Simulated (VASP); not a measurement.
Crystal: Pb.

```
Pb
1.0
     0.00000    2.46980    2.46980
     2.46980    0.00000    2.46980
     2.46980    2.46980    0.00000
Pb
1
Cartesian
  0.0000 0.0000 0.0000
```

- Program: VASP 6.6.1
- Task: relaxation of cell and atoms
- Functional: LDA
- Potentials or basis: VASP PAW LDA potentials, release 64 (Pb_d)
- Cutoff: 600 eV
- k mesh: 14 × 14 × 14
- Occupations: gaussian, width 0.1 eV
- Spin: no spin polarisation

At the start: pressure -1.5 GPa; volume 30.13 Å³/atom.

Problem. Where does the relaxation end?

Solution. Over 9 steps the energy falls by 5.0 meV/atom and the volume is 29.18 Å³/atom (-3.2 %); space group Fm-3m (No. 225, to 0.1 Å) before and after.

The path:
| step | energy change (eV) | largest force (eV/Å) | pressure (GPa) | volume (Å³) |
| --- | --- | --- | --- | --- |
| 1 | 0.0000 | 0.0000 | -1.55 | 30.13 |
| 2 | -0.0045 | 0.0000 | 0.53 | 28.88 |
| 3 | -0.0050 | 0.0000 | 0.07 | 29.16 |
| 4 | -0.0050 | 0.0000 | -0.04 | 29.20 |
| 5 | -0.0050 | 0.0000 | -0.04 | 29.18 |
| 6 | -0.0050 | 0.0000 | -0.06 | 29.18 |
| 7 | -0.0050 | 0.0000 | -0.07 | 29.18 |
| 8 | -0.0050 | 0.0000 | -0.03 | 29.18 |
| 9 | -0.0050 | 0.0000 | -0.02 | 29.18 |

Final structure:
```cif
data_structure
_symmetry_space_group_name_H-M 'P 1'
_symmetry_Int_Tables_number 1
_cell_length_a 3.4555
_cell_length_b 3.4555
_cell_length_c 3.4555
_cell_angle_alpha 60.000
_cell_angle_beta 60.000
_cell_angle_gamma 60.000
_cell_volume 29.18
loop_
_atom_site_label
_atom_site_type_symbol
_atom_site_fract_x
_atom_site_fract_y
_atom_site_fract_z
_atom_site_occupancy
Pb1 Pb 0.00000 0.00000 0.00000 1
```
